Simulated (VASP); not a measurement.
Runs of VASP 6.6.1 on Hf. The structure is that of space group Im-3m (No. 229), or close to it. The cells are those of the table. 

```csv
cell,gap on the mesh (eV),pressure (GPa)
"a = 3.142 Å, angles 108.7, 109.9, 109.9°, 1 atom",none,-7.1
"a = 3.080 Å, angles 111.9, 108.3, 108.3°, 1 atom",none,-1.6
"a = 3.095 Å, angles 111.1, 108.7, 108.7°, 1 atom",none,(a)
"a = 3.158 Å, angles 107.9, 110.3, 110.3°, 1 atom",none,-8.2
"a = 3.111 Å, angles 110.3, 109.1, 109.1°, 1 atom",none,(b)
```

Alike in all rows: task single point; level r2SCAN; potentials or basis VASP PAW PBE potentials, release 64 (Hf_pv); no spin polarisation; k mesh 18 × 18 × 18; cutoff (eV) 520; smearing gaussian 0.15 eV.

Q: Fill in the values left out.

A: (a) -3.1; (b) -4.5.

Caveats: the PAW data sets were made with another functional, which shifts forces and pressure a little; spin-orbit coupling is left out, which moves the levels of the heavy elements; the cell stands under tension (at least some runs).

A k mesh can miss the band edges, and the runs leave out spin-orbit coupling on Hf.

A gap of «none» marks levels without a gap at the run's occupations.
